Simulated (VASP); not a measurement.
# Zn2SeS (P-4m2) in VASP: a series of runs, part 2 of 2

VASP 6.6.1.

## Step 3: Single point, LDA (strain -0.0250 x Voigt [1, 1, 0, 0, 0, 0])

File INCAR:

```
SYSTEM = Zn2SeS
PREC = Accurate
ENCUT = 520
EDIFF = 1E-6
ISMEAR = 0
SIGMA = 0.05
LREAL = .False.
LASPH = .True.
NELM = 100
ALGO = Normal
ISIF = 2
LWAVE = .False.
LCHARG = .False.
GGA = CA
NBANDS = 26
```

File KPOINTS:

```
regular mesh
0
Gamma
  8 8 6
  0 0 0
```

File POSCAR:

```
Zn2SeS
1.0
    3.8115548835      0.0000000000      0.0000000000
    0.0000000000      3.8115548835      0.0000000000
    0.0000000000      0.0000000000      5.5221151400
Zn Se S
2 1 1
Direct
    0.5000000000      0.0000000000      0.7630636300
    0.0000000000      0.5000000000      0.2369363700
    0.0000000000      0.0000000000      0.5000000000
    0.5000000000      0.5000000000      0.0000000000
```

Potentials or basis: VASP PAW LDA potentials, release 64 (Zn, Se, S).

On the command line:

```console
> cat potpaw_LDA.64/Zn/POTCAR potpaw_LDA.64/Se/POTCAR potpaw_LDA.64/S/POTCAR > POTCAR
> mpirun -np 1 vasp_std > vasp.out
```

Run time: 51 s. Hardware: 1 thread of AMD EPYC 9R14 (Zen 4), shared host; peak memory 0.21 GiB.

Results (log left out):

```
Free energy            : -15.5357 eV
Pressure               : 0.2 GPa
Largest force          : 0.013 eV/Å
Band gap on the k mesh : 1.57 eV
```

Forces in eV/Å, atoms in the order of the input:
```
Zn   0.000  0.000  0.013
Zn   0.000  0.000 -0.013
Se   0.000  0.000  0.000
S    0.000  0.000  0.000
```

Stress tensor (GPa, compression positive):
```
 0.57  0.00  0.00
 0.00  0.57  0.00
 0.00  0.00 -0.47
```

Levels at points of the mesh, in eV from the valence-band top:
```
           k point  band 16  band 17  band 18  band 19  band 20  band 21
(0.00, 0.00, 0.00)    -0.17     0.00     0.00     1.57     2.91     3.63
(0.50, 0.00, 0.00)    -2.92    -1.39    -0.62     4.21     4.74     6.02
(0.50, 0.50, 0.00)    -2.57    -2.57    -2.31     2.49     2.97     3.43
(0.00, 0.00, 0.50)    -1.77    -1.04    -1.04     3.77     3.88     4.21
(0.50, 0.00, 0.50)    -1.18    -1.08    -0.57     2.63     2.85     6.13
(0.50, 0.50, 0.50)    -3.11    -3.11    -2.99     5.18     5.29     5.69
```

Caveat: the cell differs from its parent crystal (strain -0.0250 x Voigt [1, 1, 0, 0, 0, 0]).

## Step 4: Single point, LDA (strain +0.0250 x Voigt [1, 1, 0, 0, 0, 0])

File INCAR:

```
ALGO = Normal
EDIFF = 1E-6
ENCUT = 520
GGA = CA
ISIF = 2
ISMEAR = 0
LASPH = T
LCHARG = T
LELF = T
LREAL = F
LVHAR = T
LWAVE = F
NBANDS = 26
NELM = 80
PREC = Accurate
SIGMA = 0.05
```

File KPOINTS:

```
k-points
0
Gamma
  8 8 6
```

POSCAR: that of step 3 with these lines changed.

```diff
@@ -2,4 +2,4 @@
 1.0
-    3.8115548835      0.0000000000      0.0000000000
-    0.0000000000      3.8115548835      0.0000000000
+    4.0070192365      0.0000000000      0.0000000000
+    0.0000000000      4.0070192365      0.0000000000
     0.0000000000      0.0000000000      5.5221151400
```

Potentials or basis: VASP PAW LDA potentials, release 64 (Zn, Se, S).

On the command line:

```console
> cat potpaw_LDA.64/Zn/POTCAR potpaw_LDA.64/Se/POTCAR potpaw_LDA.64/S/POTCAR > POTCAR
> mpirun -np 1 vasp_std > vasp.out
```

OUTCAR:

```text
EDIFF = 1E-6
   ENCUT = 520
   GGA = CA
   ISIF = 2
   ISMEAR = 0
   LASPH = T
   LREAL = F
   NELM = 80
   PREC = Accurate

 ion  position               nearest neighbor table
   1  0.500  0.000  0.763-   4 2.39   4 2.39   3 2.47   3 2.47
   2  0.000  0.500  0.237-   4 2.39   4 2.39   3 2.47   3 2.47
   3  0.000  0.000  0.500-   1 2.47   2 2.47   2 2.47   1 2.47
   4  0.500  0.500  0.000-   1 2.39   2 2.39   1 2.39   2 2.39

  LATTYP: Found a simple tetragonal cell.
[... 202 lines left out ...]
      6      -5.0679      2.00000
[... 685 lines left out ...]
     25       9.4474      0.00000
     26       9.4748      0.00000

 [... further k-points ...]
[... 5 lines left out ...]
  --------------------------------------------------------------------------------------
  -------------------------------------------------------------------------------------
  Total       -3.5932365     -3.5932365     -2.9862559      0.0000000      0.0000000      0.0000000
  in kB      -64.9303984    -64.9303984    -53.9621564      0.0000000      0.0000000      0.0000000
  external PRESSURE =     -61.2743178 kB  Pullay stress =       0.0000000 kB

 VOLUME and BASIS-vectors are now :
 -----------------------------------------------------------------------------
  energy-cutoff  :      520.00
  volume of cell :       88.66
      direct lattice vectors                 reciprocal lattice vectors
     4.007019236  0.000000000  0.000000000     0.249562066  0.000000000  0.000000000
     0.000000000  4.007019236  0.000000000     0.000000000  0.249562066  0.000000000
     0.000000000  0.000000000  5.522115140     0.000000000  0.000000000  0.181090031

 POSITION                                       TOTAL-FORCE (eV/Angst)
 -----------------------------------------------------------------------------------
      2.00351      0.00000      4.21373         0.000000      0.000000     -0.016221
      0.00000      2.00351      1.30839         0.000000     -0.000000      0.016221
      0.00000      0.00000      2.76106         0.000000      0.000000      0.000000
      2.00351      2.00351      0.00000         0.000000     -0.000000      0.000000
 -----------------------------------------------------------------------------------
    total drift:                                0.000000      0.000000     -0.000000

  FREE ENERGIE OF THE ION-ELECTRON SYSTEM (eV)
  ---------------------------------------------------
  free  energy   TOTEN  =       -15.3641103855 eV

  energy  without entropy=      -15.3641103855  energy(sigma->0) =      -15.36411039
```

OSZICAR:

```text
N       E                     dE             d eps       ncg     rms          rms(c)
DAV:   1     0.234478294780E+03    0.23448E+03   -0.16897E+04  3120   0.160E+03
DAV:   2     0.718045259089E+01   -0.22730E+03   -0.21809E+03  3260   0.338E+02
DAV:   3    -0.155752886052E+02   -0.22756E+02   -0.22533E+02  3762   0.107E+02
DAV:   4    -0.160938057588E+02   -0.51852E+00   -0.51744E+00  3560   0.162E+01
DAV:   5    -0.161000497654E+02   -0.62440E-02   -0.62425E-02  3746   0.173E+00    0.765E+00
DAV:   6    -0.154026842224E+02    0.69737E+00   -0.14566E+00  4642   0.329E+01    0.583E+00
DAV:   7    -0.153750955772E+02    0.27589E-01   -0.75508E-01  3376   0.552E+00    0.259E+00
DAV:   8    -0.153650783857E+02    0.10017E-01   -0.20280E-02  4126   0.126E+00    0.694E-01
DAV:   9    -0.153640787428E+02    0.99964E-03   -0.49887E-03  4264   0.990E-01    0.205E-01
DAV:  10    -0.153640985375E+02   -0.19795E-04   -0.37206E-04  3786   0.179E-01    0.121E-01
DAV:  11    -0.153641101964E+02   -0.11659E-04   -0.70706E-05  3378   0.460E-02    0.189E-02
DAV:  12    -0.153641103855E+02   -0.18907E-06   -0.29469E-06  3422   0.174E-02
   1 F= -.15364110E+02 E0= -.15364110E+02  d E =-.751867E-15
```

It took 60 s on 1 thread of AMD EPYC 9R14 (Zen 4), shared host; peak memory 0.22 GiB.

What came out:

```yaml
Free_energy: -15.3641 eV
Pressure: -6.1 GPa
Largest_force: 0.016 eV/Å
Band_gap_on_the_k_mesh: 1.21 eV
```

Forces in eV/Å, atoms in the order of the input:
```
Zn   0.000  0.000 -0.016
Zn   0.000  0.000  0.016
Se   0.000  0.000  0.000
S    0.000  0.000  0.000
```

Caveat: the cell differs from its parent crystal (strain +0.0250 x Voigt [1, 1, 0, 0, 0, 0]); the cell stands under tension.

## Step 5: Single point, LDA (strain +0.0500 x Voigt [1, 1, 0, 0, 0, 0])

File INCAR:

```
PREC = Accurate ; ENCUT = 520
EDIFF = 1E-7 ; ISMEAR = 0
SIGMA = 0.05 ; LREAL = False
LASPH = True ; NELM = 100
ALGO = Normal ; ISIF = 2
LWAVE = False ; LCHARG = True
LELF = True ; LVHAR = True
NBANDS = 26
```

File KPOINTS:

```
regular mesh
0
Gamma
  8 8 6
```

POSCAR: that of step 4 with these lines changed.

```diff
@@ -2,4 +2,4 @@
 1.0
-    4.0070192365      0.0000000000      0.0000000000
-    0.0000000000      4.0070192365      0.0000000000
+    4.1047514130      0.0000000000      0.0000000000
+    0.0000000000      4.1047514130      0.0000000000
     0.0000000000      0.0000000000      5.5221151400
```

Potentials or basis: VASP PAW LDA potentials, release 64 (Zn, Se, S).

On the command line:

```console
> cat potpaw_LDA.64/Zn/POTCAR potpaw_LDA.64/Se/POTCAR potpaw_LDA.64/S/POTCAR > POTCAR
> mpirun -np 1 vasp_std > vasp.out
```

OUTCAR:

```text
PREC = Accurate
   ENCUT = 520
   EDIFF = 1E-7
   ISMEAR = 0
   LREAL = False
   LASPH = True
   NELM = 100
   ISIF = 2

 ion  position               nearest neighbor table
   1  0.500  0.000  0.763-   4 2.43   4 2.43   3 2.51   3 2.51
   2  0.000  0.500  0.237-   4 2.43   4 2.43   3 2.51   3 2.51
   3  0.000  0.000  0.500-   1 2.51   2 2.51   2 2.51   1 2.51
   4  0.500  0.500  0.000-   1 2.43   2 2.43   1 2.43   2 2.43

  LATTYP: Found a simple tetragonal cell.
 ALAT       =     4.1047514130
[... 201 lines left out ...]
      6      -5.3139      2.00000
[... 685 lines left out ...]
     25       8.9715      0.00000
     26       9.0277      0.00000

 [... further k-points ...]
[... 5 lines left out ...]
  --------------------------------------------------------------------------------------
  -------------------------------------------------------------------------------------
  Total       -5.1886262     -5.1886262     -3.9989376      0.0000000      0.0000000     -0.0000000
  in kB      -89.3477849    -89.3477849    -68.8614295      0.0000000      0.0000000     -0.0000000
  external PRESSURE =     -82.5189998 kB  Pullay stress =       0.0000000 kB

 VOLUME and BASIS-vectors are now :
 -----------------------------------------------------------------------------
  energy-cutoff  :      520.00
  volume of cell :       93.04
      direct lattice vectors                 reciprocal lattice vectors
     4.104751413  0.000000000  0.000000000     0.243620112  0.000000000  0.000000000
     0.000000000  4.104751413  0.000000000     0.000000000  0.243620112  0.000000000
     0.000000000  0.000000000  5.522115140     0.000000000  0.000000000  0.181090031

 POSITION                                       TOTAL-FORCE (eV/Angst)
 -----------------------------------------------------------------------------------
      2.05238      0.00000      4.21373         0.000000     -0.000000     -0.027733
      0.00000      2.05238      1.30839        -0.000000     -0.000000      0.027733
      0.00000      0.00000      2.76106        -0.000000     -0.000000     -0.000000
      2.05238      2.05238      0.00000        -0.000000      0.000000     -0.000000
 -----------------------------------------------------------------------------------
    total drift:                                0.000000      0.000000      0.000000

  FREE ENERGIE OF THE ION-ELECTRON SYSTEM (eV)
  ---------------------------------------------------
  free  energy   TOTEN  =       -15.1522131059 eV

  energy  without entropy=      -15.1522131059  energy(sigma->0) =      -15.15221311
```

stdout:

```text
POSCAR found type information on POSCAR ZnSeS
 POSCAR found :  3 types and       4 ions
 scaLAPACK will be used
 LDA part: xc-table for (Slater(with rela. corr.)+CA(PZ))
 , standard interpolation
 POSCAR, INCAR and KPOINTS ok, starting setup
 FFT: planning ... GRIDC
 FFT: planning ... GRID_SOFT
 FFT: planning ... GRID
 WAVECAR not read
 entering main loop
```

Wall time 72 s (1 thread of AMD EPYC 9R14 (Zen 4), shared host); peak memory 0.23 GiB.

Results:

```
Free energy            : -15.1522 eV
Pressure               : -8.3 GPa
Largest force          : 0.028 eV/Å
Band gap on the k mesh : 0.97 eV
```

Forces on the atoms (eV/Å):
```
Zn   0.000  0.000 -0.028
Zn   0.000  0.000  0.028
Se   0.000  0.000  0.000
S    0.000  0.000  0.000
```

Levels at points of the mesh, in eV from the valence-band top:
| k point | band 14 | band 15 | band 16 | band 17 | band 18 | band 19 | band 20 | band 21 | band 22 | band 23 |
| --- | --- | --- | --- | --- | --- | --- | --- | --- | --- | --- |
| (0.00, 0.00, 0.00) | -2.19 | -2.19 | -0.10 | -0.10 | 0.00 | 0.97 | 3.00 | 3.17 | 5.93 | 5.95 |
| (0.50, 0.00, 0.00) | -3.78 | -2.20 | -2.17 | -1.30 | -0.70 | 3.65 | 4.01 | 5.73 | 6.34 | 6.69 |
| (0.50, 0.50, 0.00) | -4.55 | -2.11 | -1.86 | -1.86 | -1.77 | 2.94 | 3.38 | 3.65 | 3.65 | 9.35 |
| (0.00, 0.00, 0.50) | -2.63 | -1.56 | -1.56 | -0.97 | -0.97 | 3.36 | 3.75 | 4.00 | 4.12 | 7.72 |
| (0.50, 0.00, 0.50) | -4.73 | -1.27 | -0.75 | -0.68 | -0.64 | 2.30 | 2.56 | 6.15 | 6.39 | 6.56 |
| (0.50, 0.50, 0.50) | -4.44 | -2.51 | -2.49 | -2.49 | -2.38 | 5.31 | 5.31 | 5.49 | 5.60 | 7.32 |

Caveat: the cell differs from its parent crystal (strain +0.0500 x Voigt [1, 1, 0, 0, 0, 0]); the cell stands under tension.

## Step 6: Summary

```csv
cell,gap on the mesh (eV),pressure (GPa),largest force (eV/Å)
"a = 3.714, b = 3.714, c = 5.522 Å, 4 atoms",1.74,4.8,0.03
"a = 3.812, b = 3.812, c = 5.522 Å, 4 atoms",1.57,0.2,0.01
"a = 4.007, b = 4.007, c = 5.522 Å, 4 atoms",1.21,-6.1,0.02
"a = 4.105, b = 4.105, c = 5.522 Å, 4 atoms",0.97,-8.3,0.03
```

Alike in all rows: task single point; level LDA; potentials or basis VASP PAW LDA potentials, release 64 (Zn, Se, S); no spin polarisation; k mesh 8 × 8 × 6; cutoff (eV) 520; smearing gaussian 0.05 eV.

Caveats: the cell stands under tension (at least some runs); the cell stands under pressure (at least some runs).

Absolute energies hang on the potentials; compare differences alone.
